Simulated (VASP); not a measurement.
A run of VASP 6.6.1:

INCAR

```
  PREC = Accurate
  ENCUT = 520
  EDIFF = 1E-8
  ISMEAR = 0
  SIGMA = 0.05
  LREAL = False
  LASPH = True
  NELM = 100
  ALGO = Normal
  ISIF = 2
  LWAVE = False
  LCHARG = False
  GGA = PE
  LEFG = True
  NBANDS = 15
```

File KPOINTS:

```
regular mesh
0
Gamma
  14 14 12
```

Contents of POSCAR:

```
HfB2
1.0
    3.1400000000      0.0000000000      0.0000000000
   -1.5700000000      2.7193197679      0.0000000000
    0.0000000000      0.0000000000      3.4800000000
Hf B
1 2
Direct
    0.0000000000      0.0000000000      0.0000000000
    0.3333333333      0.6666666667      0.5000000000
    0.6666666667      0.3333333333      0.5000000000
```

Potentials or basis: VASP PAW PBE potentials, release 64 (Hf_pv, B).

Launch:

```sh
$ cat potpaw_PBE.64/Hf_pv/POTCAR potpaw_PBE.64/B/POTCAR > POTCAR
$ mpirun -np 1 vasp_std > vasp.out
```

Hardware: 1 thread of Intel(R) Xeon(R) Platinum 8375C CPU @ 2.90GHz (Ice Lake) (shared host).

Q: Estimate the wall time of this run.

A: It took 43 s on 1 thread of Intel(R) Xeon(R) Platinum 8375C CPU @ 2.90GHz (Ice Lake) (shared host), peak memory 0.2 GiB. Counts: scf iterations 14, k points 168.
